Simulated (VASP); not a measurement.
Tl: single point with BLYP

Tl:

```
Tl
1.0
    -2.09867    2.09867    2.09867
     2.09867   -2.09867    2.09867
     2.09867    2.09867   -2.09867
Tl
1
Cartesian
  0.0000 0.0000 0.0000
```

This cell differs from its parent crystal: volume scaled by 1.04.

```json
{
 "Program": "VASP 6.6.1",
 "Task": "single point",
 "Functional": "BLYP",
 "Potentials or basis": "VASP PAW PBE potentials, release 64 (Tl_d)",
 "Cutoff": "520 eV",
 "k mesh": "12 × 12 × 12",
 "Occupations": "fermi-dirac, width 0.1 eV",
 "Spin": "no spin polarisation",
 "Dipole correction": "no",
 "Further INCAR settings": "ALGO = Normal; EDIFF = 1e-06; NBANDS = 12"
}
```

The pressure is -0.6 GPa.

Levels at points of the mesh, in eV from the Fermi level:
| k point | band 4 | band 5 | band 6 | band 7 | band 8 | band 9 |
| --- | --- | --- | --- | --- | --- | --- |
| (0.00, 0.00, 0.00) | -11.27 | -11.27 | -8.63 | 8.08 | 8.08 | 8.08 |
| (0.50, 0.00, 0.00) | -11.27 | -11.12 | -5.33 | -1.81 | 4.58 | 6.14 |
| (0.50, 0.50, 0.50) | -11.16 | -11.16 | -3.11 | 1.33 | 1.33 | 1.33 |

It took 32 s on 1 thread of AMD EPYC 7R43 64-Core Processor (Zen 3), with other jobs on the host, peak memory 0.13 GiB.

Caveat: the PAW data sets were made with another functional, which shifts forces and pressure a little; spin-orbit coupling is left out, which moves the levels of the heavy elements.
